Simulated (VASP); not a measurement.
A run of VASP 6.6.1 is set up as follows.

POSCAR

```
KI
1.0
    0.0000000000      3.6238849398      3.3339741447
    3.6238849398      0.0000000000      3.3339741447
    3.6238849398      3.6238849398      0.0000000000
K I
1 1
Direct
    0.0000000000      0.0000000000      0.0000000000
    0.5000000000      0.5000000000      0.5000000000
```

Contents of INCAR.step1:

```
SYSTEM = KI
  ALGO = Normal
  EDIFF = 1E-4
  ENCUT = 520
  GGA = PE
  ISMEAR = 0
  LASPH = .TRUE.
  LCHARG = .FALSE.
  LREAL = .FALSE.
  LWAVE = .TRUE.
  NBANDS = 15
  NELM = 80
  PREC = Accurate
  SIGMA = 0.05
```

INCAR.step2

```
SYSTEM = KI
  ALGO = Normal
  EDIFF = 1E-6
  ENCUT = 520
  ISIF = 2
  ISMEAR = 0
  ISTART = 1
  LASPH = .TRUE.
  LCHARG = .FALSE.
  LMIXTAU = .TRUE.
  LREAL = .FALSE.
  LWAVE = .FALSE.
  METAGGA = R2SCAN
  NBANDS = 15
  NELM = 80
  PREC = Accurate
  SIGMA = 0.05
```

KPOINTS

```
k-points
0
G
  6 6 6
  0 0 0
```

Potentials or basis: VASP PAW PBE potentials, release 64 (K_sv, I).

Command:

```bash
$ cat potpaw_PBE.64/K_sv/POTCAR potpaw_PBE.64/I/POTCAR > POTCAR
$ cp INCAR.step1 INCAR
$ mpirun -np 1 vasp_std > vasp.out
$ cp INCAR.step2 INCAR
$ mpirun -np 1 vasp_std > vasp.out
```

(1) What does it give for the band gap on the k mesh?

(2) What does it give for the pressure?

Results:

(1) 4.58 eV, direct.

(2) 0.5 GPa.

Caveat: the PAW data sets were made with another functional, which shifts forces and pressure a little; spin-orbit coupling is left out, which moves the levels of the heavy elements.
